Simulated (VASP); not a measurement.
# ReS2 in VASP: a series of runs

The runs below take ReS2 through single point, with LDA.

All numbers are computed with VASP 6.6.1; they aren't measurements. Logs are shortened: lines on timing, memory, paths and dates and some standing lists are left out, and cuts for length are marked.

### 1 The cell of the first run

The cell holds a sheet with vacuum, 24 atoms: a = 6.293 Å, b = 6.398 Å, c = 23.000 Å, α = 90.00°, β = 90.00°, γ = 61.24°.

### 2 Single point, LDA

INCAR

```
SYSTEM = ReS2
ALGO = Normal
EDIFF = 1E-7
ENCUT = 520
ISIF = 2
ISMEAR = 0
LASPH = .TRUE.
LCHARG = .TRUE.
LELF = .TRUE.
LREAL = Auto
LUSENCCL = .FALSE.
LVHAR = .TRUE.
LWAVE = .FALSE.
NBANDS = 94
NELM = 80
PREC = Accurate
SIGMA = 0.01
```

KPOINTS

```
k-points
0
G
  4 4 1
  0 0 0
```

POSCAR

```
ReS2
1.0
    6.2934368244     -0.0070243563      0.0000000000
    3.0843048600      5.6053250162      0.0000000000
    0.0000000000      0.0000000000     23.0000000000
Re S
8 16
Direct
    0.2901585169      0.1180402477      0.3637885465
    0.4128198662      0.4926901175      0.3686075362
    0.8634031174      0.0908614348      0.3656406609
    0.8394814592      0.5197798581      0.3668804715
    0.6179931437      0.4777863321      0.6313925121
    0.7406543947      0.8524362881      0.6362114376
    1.1913313582      0.4506969428      0.6331195158
    1.1674097375      0.8796153720      0.6343593026
    1.0352774285      0.7094191063      0.3152832984
    0.4965845745      0.7408846594      0.3080289656
    0.2065173735      0.8701502441      0.4244015578
    0.1679393454      0.4094671338      0.4339534775
    0.6676937789      0.9011252923      0.4173781872
    0.9958817749      0.2472776571      0.2908219394
    0.7068937993      0.3633565448      0.4416305758
    0.5356733446      0.2002536223      0.2985159220
    1.3631192132      1.0693513257      0.5826218020
    0.8242955877      1.1003262699      0.5755984235
    0.5342282747      1.2295918892      0.6919710559
    0.4951398409      0.7702228113      0.7014841178
    0.9955354739      1.2610575585      0.6847167046
    1.3239193608      0.6071199602      0.5583694299
    1.0349309252      0.7231995029      0.7091780285
    0.8628736213      0.5610092848      0.5660465305
```

Potentials or basis: VASP PAW LDA potentials, release 64 (Re, S).

Run with:

```
$ cat potpaw_LDA.64/Re/POTCAR potpaw_LDA.64/S/POTCAR > POTCAR
$ mpirun -np 1 vasp_std > vasp.out
```

OUTCAR:

```text
SYSTEM = ReS2
   EDIFF = 1E-7
   ENCUT = 520
   ISIF = 2
   ISMEAR = 0
   LASPH = .TRUE.
   LREAL = Auto
   NELM = 80
   PREC = Accurate

 ion  position               nearest neighbor table
   1  0.290  0.118  0.364-  12 2.30  14 2.34  11 2.35  16 2.39  13 2.43  10 2.48   4 2.76   3 2.77
                             2 2.85
   2  0.413  0.493  0.369-  16 2.30  15 2.34  10 2.36  12 2.39   9 2.43  11 2.48   3 2.76   4 2.77
                             1 2.85
   3  0.863  0.091  0.366-  15 2.33  14 2.34  11 2.36  16 2.40  13 2.42   9 2.43   4 2.68   2 2.76
                             1 2.77
   4  0.839  0.520  0.367-  14 2.33  15 2.34  10 2.36  12 2.40   9 2.42  13 2.44   3 2.68   1 2.76
                             2 2.77
   5  0.618  0.478  0.631-  20 2.30  22 2.34  19 2.36  24 2.39  21 2.43  18 2.48   8 2.76   7 2.77
                             6 2.85
   6  0.741  0.852  0.636-  24 2.30  23 2.34  18 2.35  20 2.39  17 2.43  19 2.48   7 2.76   8 2.77
                             5 2.85
   7  0.191  0.451  0.633-  23 2.33  22 2.34  19 2.36  24 2.40  21 2.42  17 2.44   8 2.68   6 2.76
                             5 2.77
   8  0.167  0.880  0.634-  22 2.33  23 2.34  18 2.36  20 2.40  17 2.42  21 2.43   7 2.68   5 2.76
                             6 2.77
   9  0.035  0.709  0.315-   4 2.42   2 2.43   3 2.43
  10  0.497  0.741  0.308-   2 2.36   4 2.36   1 2.48
  11  0.207  0.870  0.424-   1 2.35   3 2.36   2 2.48
  12  0.168  0.409  0.434-   1 2.30   2 2.39   4 2.40
  13  0.668  0.901  0.417-   3 2.42   1 2.43   4 2.44
  14  0.996  0.247  0.291-   4 2.33   1 2.34   3 2.34
[... 8 lines left out ...]
  23  0.035  0.723  0.709-   7 2.33   6 2.34   8 2.34
  24  0.863  0.561  0.566-   6 2.30   5 2.39   7 2.40

  LATTYP: Found a simple monoclinic cell.
 ALAT       =     6.2934407445
 B/A-ratio  =     3.6545986423
 C/A-ratio  =     1.0165916655
 COS(beta)  =    -0.4811056979

  Lattice vectors:

 A1 = (   6.2934368244,  -0.0070243563,   0.0000000000)
 A2 = (   0.0000000000,   0.0000000000,  23.0000000000)
 A3 = (  -3.0843048600,  -5.6053250162,   0.0000000000)

Analysis of symmetry for initial positions (statically):
=====================================================================
 Subroutine PRICEL returns:
 Original cell was already a primitive cell.

 Routine SETGRP: Setting up the symmetry group for a
 simple monoclinic supercell.

 Subroutine GETGRP returns: Found  2 space group operations
 (whereof  1 operations were pure point group operations)
 out of a pool of  4 trial point group operations.

The static configuration has the point symmetry C_1 .
 The point group associated with its full space group is S_2 .

Analysis of symmetry for dynamics (positions and initial velocities):
[... 149 lines left out ...]
   POTIM  = 0.5000    time-step for ionic-motion
   TEBEG  =    0.0;   TEEND  =   0.0 temperature during run
   PSTRESS=    0.0 pullay stress
   NELECT =     152.0000    total number of electrons
   NUPDOWN=      -1.0000    fix difference up-down
   EMIN   =  10.00;   EMAX   =-10.00  energy-range for DOS
   EFERMI =   0.00;   METHOD = LEGACY
   ISMEAR =     0;   SIGMA  =   0.01  broadening in eV -4-tet -1-fermi 0-gaus
   EFERMI_NEDOS =   21; number of points for ismear=-14 and -15
   IALGO  =     38    algorithm
   IMIX   =      4    mixing-type and parameters
     AMIX     =   0.40;   BMIX     =  1.00
     AMIX_MAG =   1.60;   BMIX_MAG =  1.00
  volume/ion in A,a.u.               =      33.83       228.28
  Fermi-wavevector in a.u.,A,eV,Ry     =   0.936544  1.769812 11.933876  0.877115
  Thomas-Fermi vector in A             =   2.063565
   LORBIT       =      0    0 simple, 1 ext, 2 COOP (PROOUT), +10 PAW based schemes
   GGA     = CA    functional components
   LHFCALC =     F    Hartree Fock is set to
   AEXX    =    0.0000 exact exchange contribution
   IVDW    =     0    specifies the selected vdW correction
   LEPSILON=     F    determine dielectric tensor
   LRPA    =     F    only Hartree local field effects (RPA)
 non-spin polarized calculation
 Gauss-broadening in eV      SIGMA  =   0.01
  energy-cutoff  :      520.00
  volume of cell :      811.86
 maximum number of plane-waves:     21890
 NGX is ok and might be reduce to    48
   NGX = 23   NGY = 23   NGZ = 85

 number of electron     152.0000003 magnetization

 Free energy of the ion-electron system (eV)
  ---------------------------------------------------
  ext. energy  EPLUGINS =         0.00000000
  ---------------------------------------------------
  free energy    TOTEN  =      -199.99700987 eV

  energy without entropy =     -199.99700987  energy(sigma->0) =     -199.99700987

 E-fermi :   0.1503     XC(G=0):  -6.2342

 val. band max:        0.0490724115   @ k =   0.0000   0.0000   0.0000
 cond. band min:       1.4815535395   @ k =   0.0000   0.0000   0.0000
 fundamental gap:      1.4324811279
 Fermi energy:         0.1502585200

 k-point     1 :       0.0000    0.0000    0.0000
  band No.  band energies     occupation
      1     -14.9615      2.00000
      2     -14.8728      2.00000
      3     -13.4943      2.00000
      4     -13.3442      2.00000
      5     -13.0383      2.00000
      6     -13.0001      2.00000
[... 899 lines left out ...]
     87       2.5214      0.00000
     88       2.6678      0.00000
 [bands above 88 left out]

------------------------ aborting loop because EDIFF is reached ----------------------------------------

  FORCE on cell =-STRESS in cart. coord.  units (eV):
  Direction    XX          YY          ZZ          XY          YZ          ZX
  --------------------------------------------------------------------------------------
  -------------------------------------------------------------------------------------
  Total        2.6712789      2.7500574      2.5590361     -0.0396969     -0.1081839      0.0080649
  in kB        5.2716511      5.4271170      5.0501449     -0.0783401     -0.2134961      0.0159157
  external PRESSURE =       5.2496377 kB  Pullay stress =       0.0000000 kB

 VOLUME and BASIS-vectors are now :
 -----------------------------------------------------------------------------
  energy-cutoff  :      520.00
  volume of cell :      811.86
      direct lattice vectors                 reciprocal lattice vectors
     6.293436824 -0.007024356  0.000000000     0.158798166 -0.087377976  0.000000000
     3.084304860  5.605325016  0.000000000     0.000198999  0.178292289 -0.000000000
     0.000000000  0.000000000 23.000000000    -0.000000000  0.000000000  0.043478261

 POSITION                                       TOTAL-FORCE (eV/Angst)
 -----------------------------------------------------------------------------------
      2.19017      0.65962      8.36714         0.024574     -0.022836     -0.020118
      4.11766      2.75879      8.47797        -0.021554      0.022920      0.013053
      5.71402      0.50324      8.40974        -0.014397     -0.042609     -0.010063
      6.88638      2.90764      8.43825         0.016315      0.045648      0.010648
      5.36294      2.67381     14.52203         0.021554     -0.022920     -0.013053
      7.29044      4.77298     14.63286        -0.024574      0.022836      0.020118
[... 16 lines left out ...]
      2.45040      4.05352     16.31109        -0.000418     -0.001385      0.165105
      7.16076      3.13858     13.01907        -0.000531     -0.034546     -0.135168
 -----------------------------------------------------------------------------------
    total drift:                               -0.000305      0.004726     -0.000201

  FREE ENERGIE OF THE ION-ELECTRON SYSTEM (eV)
  ---------------------------------------------------
  free  energy   TOTEN  =      -199.9970098721 eV

  energy  without entropy=     -199.9970098721  energy(sigma->0) =     -199.99700987
```

stdout:

```text
Offloading initialized ...    1 GPUs detected
 POSCAR found type information on POSCAR ReS
 POSCAR found :  2 types and      24 ions
 scaLAPACK will be used selectively (only on CPU)
 LDA part: xc-table for (Slater(with rela. corr.)+CA(PZ))
 , standard interpolation
 POSCAR, INCAR and KPOINTS ok, starting setup
 FFT: planning ... GRIDC
 FFT: planning ... GRID_SOFT
 FFT: planning ... GRID
 WAVECAR not read
 entering main loop
```

It took 3.6 min on 1 × NVIDIA H100 80GB with 1 thread of AMD EPYC 7R13 (Zen 3), shared host; peak memory 1.9 GiB.

What came out:

```yaml
Free_energy: -199.9970 eV
Largest_force: 0.167 eV/Å
Band_gap_on_the_k_mesh: 1.43 eV
```

Forces on the atoms (eV/Å):
```
Re   0.025 -0.023 -0.020
Re  -0.022  0.023  0.013
Re  -0.014 -0.043 -0.010
Re   0.016  0.046  0.011
Re   0.022 -0.023 -0.013
Re  -0.025  0.023  0.020
Re  -0.016 -0.046 -0.011
Re   0.014  0.043  0.010
S    0.006  0.009 -0.071
S   -0.006  0.047 -0.091
S    0.006 -0.043  0.086
S    0.001  0.035  0.135
S   -0.007 -0.009  0.070
S    0.000  0.001 -0.165
S   -0.001  0.004  0.167
S   -0.003 -0.033 -0.130
S    0.007  0.009 -0.070
S   -0.006  0.043 -0.086
S    0.006 -0.047  0.091
S    0.003  0.033  0.130
S   -0.006 -0.009  0.071
S    0.001 -0.004 -0.167
S    0.000 -0.001  0.165
S   -0.001 -0.035 -0.135
```

Caveat: spin-orbit coupling is left out, which moves the levels of the heavy elements.

### 3 Single point, LDA

This run uses another cell than the first one.

INCAR

```
SYSTEM = ReS2
ALGO = Normal ; EDIFF = 1E-6
ENCUT = 520 ; GGA = CA
ISIF = 2 ; ISMEAR = 0
LASPH = .TRUE. ; LCHARG = .FALSE.
LREAL = Auto ; LUSENCCL = .FALSE.
LWAVE = .FALSE. ; NBANDS = 94
NELM = 100 ; PREC = Accurate
SIGMA = 0.01
```

KPOINTS is that of step 2.

POSCAR

```
ReS2
1.0
    6.3355089393      0.0000000000      0.0000000000
    3.1112149501      5.6366336777      0.0000000000
    0.0000000000      0.0000000000     23.0000000000
Re S
8 16
Direct
    0.1217509518      0.2112687337      0.3653067994
    0.2450136531      0.5872257259      0.3694618331
    0.6948876457      0.1860222256      0.3668415341
    0.6718826780      0.6124710129      0.3679249952
    0.7884176185      0.3779354004      0.6305241907
    0.9116803198      0.7538923926      0.6346792244
    1.3615543124      0.3526888923      0.6320589254
    1.3385493447      0.7791376796      0.6331423865
    0.8663834063      0.8035865928      0.3158850369
    0.3307780708      0.8320972237      0.3087007631
    0.0360291291      0.9663328396      0.4260844165
    0.0008929480      0.5029257807      0.4351155771
    0.5003993430      0.9948860370      0.4188878189
    0.8301116125      0.3387288555      0.2918739789
    0.5366324604      0.4597124372      0.4429240769
    0.3658437923      0.2955096511      0.2996888219
    1.5330500730      0.9702532595      0.5811024282
    0.9974447375      0.9987638904      0.5739181545
    0.7026957958      1.1329995063      0.6913018078
    0.6675596147      0.6695924474      0.7003329684
    1.1670660097      1.1615527037      0.6841052102
    1.4967782792      0.5053955222      0.5570913702
    1.2032991271      0.6263791039      0.7081414682
    1.0325104590      0.4621763178      0.5649062132
```

Potentials or basis: VASP PAW LDA potentials, release 64 (Re, S).

Run with:

```
$ cat potpaw_LDA.64/Re/POTCAR potpaw_LDA.64/S/POTCAR > POTCAR
$ mpirun -np 1 vasp_std > vasp.out
```

OUTCAR:

```text
SYSTEM = ReS2
   EDIFF = 1E-6
   ENCUT = 520
   GGA = CA
   ISIF = 2
   ISMEAR = 0
   LASPH = .TRUE.
   LREAL = Auto
   NELM = 100
   PREC = Accurate

 ion  position               nearest neighbor table
   1  0.122  0.211  0.365-  12 2.30  14 2.34  11 2.36  16 2.40  13 2.45  10 2.51   4 2.77   3 2.79
                             2 2.88
   2  0.245  0.587  0.369-  16 2.30  15 2.34  10 2.36  12 2.40   9 2.45  11 2.51   3 2.77   4 2.79
                             1 2.88
   3  0.695  0.186  0.367-  15 2.34  14 2.34  11 2.36  16 2.41  13 2.44   9 2.46   4 2.68   2 2.77
                             1 2.79
   4  0.672  0.612  0.368-  14 2.34  15 2.34  10 2.36  12 2.41   9 2.44  13 2.46   3 2.68   1 2.77
                             2 2.79
   5  0.788  0.378  0.631-  20 2.30  22 2.34  19 2.36  24 2.40  21 2.45  18 2.51   8 2.77   7 2.79
                             6 2.88
   6  0.912  0.754  0.635-  24 2.30  23 2.34  18 2.36  20 2.40  17 2.45  19 2.51   7 2.77   8 2.79
                             5 2.88
   7  0.362  0.353  0.632-  23 2.34  22 2.34  19 2.36  24 2.41  21 2.44  17 2.46   8 2.68   6 2.77
                             5 2.79
   8  0.339  0.779  0.633-  22 2.34  23 2.34  18 2.36  20 2.41  17 2.44  21 2.46   7 2.68   5 2.77
                             6 2.79
   9  0.866  0.804  0.316-   4 2.44   2 2.45   3 2.46
[... 245 lines left out ...]
      6     -12.9965      2.00000
[... 899 lines left out ...]
     87       2.3841      0.00000
     88       2.5031      0.00000
 [bands above 88 left out]

------------------------ aborting loop because EDIFF is reached ----------------------------------------

  FORCE on cell =-STRESS in cart. coord.  units (eV):
  Direction    XX          YY          ZZ          XY          YZ          ZX
  --------------------------------------------------------------------------------------
  -------------------------------------------------------------------------------------
  Total       -4.8456922     -3.7721919      4.6181775     -0.4678743     -0.0240525     -0.0439946
  in kB       -9.4522946     -7.3582614      9.0084911     -0.9126634     -0.0469181     -0.0858185
  external PRESSURE =      -2.6006883 kB  Pullay stress =       0.0000000 kB

 VOLUME and BASIS-vectors are now :
 -----------------------------------------------------------------------------
  energy-cutoff  :      520.00
  volume of cell :      821.35
      direct lattice vectors                 reciprocal lattice vectors
     6.335508939  0.000000000  0.000000000     0.157840516 -0.087122173  0.000000000
     3.111214950  5.636633678  0.000000000     0.000000000  0.177410855  0.000000000
     0.000000000  0.000000000 23.000000000     0.000000000  0.000000000  0.043478261

 POSITION                                       TOTAL-FORCE (eV/Angst)
 -----------------------------------------------------------------------------------
      1.42866      1.19084      8.40206         0.108544     -0.036320     -0.106581
      3.37927      3.30998      8.49762        -0.127166      0.021299      0.059224
      4.98122      1.04854      8.43736        -0.067943     -0.063485     -0.205242
      6.16225      3.45227      8.46227         0.052888      0.091216     -0.100275
      6.17087      2.13028     14.50206         0.130189     -0.028621     -0.039881
      8.12148      4.24942     14.59762        -0.110911      0.032345      0.122594
[... 16 lines left out ...]
      3.23680      3.53067     16.28725         0.047183     -0.045455     -0.080641
      1.64390      2.60512     12.99284         0.058934     -0.200157      0.525500
 -----------------------------------------------------------------------------------
    total drift:                                0.005820      0.005325     -0.003523

  FREE ENERGIE OF THE ION-ELECTRON SYSTEM (eV)
  ---------------------------------------------------
  free  energy   TOTEN  =      -199.2372874612 eV

  energy  without entropy=     -199.2372874612  energy(sigma->0) =     -199.23728746
```

stdout:

```text
Offloading initialized ...    1 GPUs detected
 POSCAR found type information on POSCAR ReS
 POSCAR found :  2 types and      24 ions
 scaLAPACK will be used selectively (only on CPU)
 LDA part: xc-table for (Slater(with rela. corr.)+CA(PZ))
 , standard interpolation
 POSCAR, INCAR and KPOINTS ok, starting setup
 FFT: planning ... GRIDC
 FFT: planning ... GRID_SOFT
 FFT: planning ... GRID
 WAVECAR not read
 entering main loop
```

Wall time 3.3 min (1 × NVIDIA H100 80GB with 1 thread of AMD EPYC 7R13 (Zen 3), shared host); peak memory 1.9 GiB.

What came out:

```yaml
Free_energy: -199.2373 eV
Largest_force: 1.426 eV/Å
Band_gap_on_the_k_mesh: 1.26 eV
```

Forces in eV/Å, atoms in the order of the input:
```
Re   0.109 -0.036 -0.107
Re  -0.127  0.021  0.059
Re  -0.068 -0.063 -0.205
Re   0.053  0.091 -0.100
Re   0.130 -0.029 -0.040
Re  -0.111  0.032  0.123
Re  -0.057 -0.099  0.116
Re   0.067  0.060  0.225
S    0.033 -0.021  0.191
S   -0.043  0.158  0.127
S    0.068 -0.155 -0.218
S   -0.056  0.203 -0.539
S   -0.033  0.012 -0.204
S   -0.043  0.050  0.065
S    0.206 -0.348 -1.368
S    0.027 -0.101  0.067
S    0.033 -0.010  0.201
S   -0.071  0.162  0.212
S    0.040 -0.151 -0.133
S   -0.024  0.100 -0.081
S   -0.036  0.020 -0.192
S   -0.203  0.351  1.354
S    0.047 -0.045 -0.081
S    0.059 -0.200  0.525
```

Levels at points of the mesh, in eV from the valence-band top:
```tsv
k point	band 73	band 74	band 75	band 76	band 77	band 78	band 79	band 80
(0.00, 0.00, 0.00)	-0.41	-0.29	-0.20	0.00	1.26	1.38	1.91	1.98
(0.50, 0.00, 0.00)	-0.48	-0.46	-0.42	-0.31	1.49	1.55	1.74	1.92
(0.00, 0.50, 0.00)	-0.44	-0.32	-0.20	-0.16	1.51	1.70	1.73	1.83
(0.50, 0.50, 0.00)	-0.48	-0.46	-0.34	-0.33	1.56	1.57	1.78	1.78
```

Caveat: spin-orbit coupling is left out, which moves the levels of the heavy elements.
